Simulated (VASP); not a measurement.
Hf3Pb2, 5 atoms in the cell. Symmetry: Pm-3m, No. 221, cubic system. Conventional cell: a = 5.356 Å, b = 5.356 Å, c = 5.356 Å, α = 90.00°, β = 90.00°, γ = 90.00°. Within 3.5 Å of Hf (site symmetry 4/mmm) lie 2 Pb at 2.68 Å. Pb (site symmetry m-3m) has 12 Hf at 3.79 Å and 8 Pb at 4.64 Å within 5.0 Å. Within 3.5 Å of Pb (site symmetry m-3m) lie 6 Hf at 2.68 Å. 

| Quantity | Value |
| --- | --- |
| Program | VASP 6.6.1 |
| Task | single point |
| Functional | PBE |
| Potentials or basis | VASP PAW PBE potentials, release 64 (Hf_pv, Pb_d) |
| Cutoff | 520 eV |
| k mesh | 8 × 8 × 8 |
| Occupations | gaussian, width 0.1 eV |
| Spin | no spin polarisation |
| Dipole correction | no |
| Further INCAR settings | ALGO = Normal; EDIFF = 1e-06; NBANDS = 37 |

Potentials or basis: VASP PAW PBE potentials, release 64 (Hf_pv, Pb_d).

The run is started by

```console
$ cat potpaw_PBE.64/Hf_pv/POTCAR potpaw_PBE.64/Pb_d/POTCAR > POTCAR
$ mpirun -np 1 vasp_std > vasp.out
```

Hardware: 1 thread of Intel(R) Xeon(R) 6975P-C (Granite Rapids) (shared host).

**Question.** How long does it take, and how much memory?

**Answer.** Wall time 82 s on 1 thread of Intel(R) Xeon(R) 6975P-C (Granite Rapids) (shared host), peak memory 0.34 GiB. Counts: scf iterations 14, k points 35.
